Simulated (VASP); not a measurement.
The system is Sn.

```
Sn
1.0
    -1.89114    1.89779    1.87320
     1.89711   -1.92154    1.90292
     1.88324    1.91364   -1.89694
Sn
1
Direct
  0.00000 0.00000 0.00000
```

* Program: VASP 6.6.1
* Task: relaxation of cell and atoms
* Functional: PBE
* Potentials or basis: VASP PAW PBE potentials, release 64 (Sn_d)
* Cutoff: 600 eV
* k mesh: 10 × 10 × 10
* Occupations: fermi-dirac, width 0.05 eV
* Spin: no spin polarisation

At the start: pressure 0.7 GPa; volume 27.20 Å³/atom.

Task: How do energy, volume and symmetry change on relaxing?

Result: Over 30 steps the energy falls by 20.8 meV/atom and the volume is 27.76 Å³/atom (+2.0 %); space group Im-3m (No. 229, to 0.1 Å) before, I4/mmm (No. 139, to 0.1 Å).

The path:
```tsv
step	energy change (eV)	largest force (eV/Å)	pressure (GPa)	volume (Å³)
1	0.0000	0.0000	0.70	27.20
2	-0.0012	0.0000	0.03	27.67
3	-0.0011	0.0000	-0.19	27.83
4	-0.0024	0.0000	-0.49	27.93
5	-0.0055	0.0000	-0.83	28.21
6	-0.0052	0.0000	-1.46	28.71
7	-0.0069	0.0000	-1.05	28.38
8	-0.0072	0.0000	-1.25	28.51
9	-0.0072	0.0000	-1.18	28.45
10	-0.0076	0.0000	-1.16	28.44
11	-0.0086	0.0000	-1.10	28.41
12	-0.0091	0.0000	-0.92	28.34
13	-0.0092	0.0000	-0.98	28.35
14	-0.0100	0.0000	-1.00	28.27
15	-0.0121	0.0000	-0.65	28.03
16	-0.0145	0.0000	0.19	27.55
17	-0.0109	0.0000	2.15	26.59
18	-0.0147	0.0000	0.81	27.32
19	-0.0162	0.0000	0.75	27.31
20	-0.0191	0.0000	0.82	27.30
21	-0.0193	0.0000	0.84	27.29
22	-0.0205	0.0000	0.32	27.61
23	-0.0206	0.0000	-0.08	27.84
24	-0.0206	0.0000	-0.05	27.81
25	-0.0206	0.0000	-0.08	27.80
26	-0.0206	0.0000	0.05	27.70
27	-0.0206	0.0000	-0.02	27.77
28	-0.0206	0.0000	-0.04	27.78
29	-0.0207	0.0000	-0.01	27.77
30	-0.0208	0.0000	0.00	27.76
```

Final structure:
```yaml
crystal:
  lattice:
    - [-1.82525, 2.08003, 1.83045]
    - [1.82274, -2.08731, 1.81921]
    - [1.83059, 2.08325, -1.82217]
  atoms:
    - { symbol: Sn, position: [0.00000, 0.00000, 0.00000] }
```
